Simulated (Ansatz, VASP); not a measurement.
**Te: VASP beside Ansatz**

File INCAR:

```
PREC = Accurate
ENCUT = 520
EDIFF = 1E-6
ISMEAR = 0
SIGMA = 0.1
LREAL = F
LASPH = T
NELM = 80
ALGO = Normal
ISIF = 2
LWAVE = F
LCHARG = T
LDIPOL = T
IDIPOL = 3
DIPOL = 0.5 0.5 0.500
GGA = PE
IVDW = 12
LELF = T
LVHAR = T
LVACPOTAV = T
NBANDS = 30
```

KPOINTS

```
Automatic mesh
0
Gamma
  8 6 1
```

POSCAR

```
Te
1.0
    4.3181152205      0.0000000000      0.0000000000
    0.0000000000      5.9667206029      0.0000000000
    0.0000000000      0.0000000000     22.4791949548
Te
7
Direct
    0.2153186583      0.1666666667      0.3336418415
    0.6423406708      0.8333333333      0.3810009053
    0.1423406708      0.5000000000      0.4526409362
    0.7153186583      0.1666666667      0.5000000000
    0.1423406708      0.8333333333      0.5473590638
    0.6423406709      0.5000000000      0.6189990947
    0.2153186583      0.1666666667      0.6663581585
```

Input for Ansatz:

```yaml
crystal:
  lattice:
    - [4.3181152205, 0.0, 0.0]
    - [0.0, 5.9667206029, 0.0]
    - [0.0, 0.0, 22.4791949548]
  atoms:
    - { symbol: Te, position: [0.2153186583, 0.1666666667, 0.3336418415] }
    - { symbol: Te, position: [0.6423406708, 0.8333333333, 0.3810009053] }
    - { symbol: Te, position: [0.1423406708, 0.5, 0.4526409362] }
    - { symbol: Te, position: [0.7153186583, 0.1666666667, 0.5] }
    - { symbol: Te, position: [0.1423406708, 0.8333333333, 0.5473590638] }
    - { symbol: Te, position: [0.6423406709, 0.5, 0.6189990947] }
    - { symbol: Te, position: [0.2153186583, 0.1666666667, 0.6663581585] }
basis:
  ecutwfc: 420
kpoints:
  mp_grid: { grid: [8, 6, 1] }
hamiltonian:
  xc: pbe
  dispersion: d3bj
scf:
  occupations: { method: gaussian, width: 0.1 }
output:
  forces: true
  stress: true
  eigenvalues: true
efield:
  axis: 3
  dipole_correction: true
```

Alike in both runs: task single point; functional PBE; dispersion D3(BJ); k mesh 8 × 6 × 1; occupations gaussian, width 0.1 eV; no spin polarisation.

|  | VASP | Ansatz |
| --- | --- | --- |
| version | VASP 6.6.1 | Ansatz 0.2.0 |
| potentials or method | VASP PAW PBE potentials, release 64 (Te), cutoff 520 eV | scalar-relativistic, plane waves, PAW |
| valence electrons in the cell | 42 | 112 |

```tsv
	VASP	Ansatz	Ansatz less VASP
gap on the k mesh at the Fermi level (eV)	none	none	-
rms of the force components (eV/Å)	0.469	0.466	-0.0026
work function, face that differs most (eV)	5.00	5.00	+0.005
```

Atom by atom the forces differ by 0.003 eV/Å (rms over components). A gap of «none» marks a metal or a gap that the smearing closes. VASP's potentials hold 42 valence electrons a cell and Ansatz's 112, so a difference there can come from the potentials and not from the codes.

Neither program's run includes spin-orbit coupling.
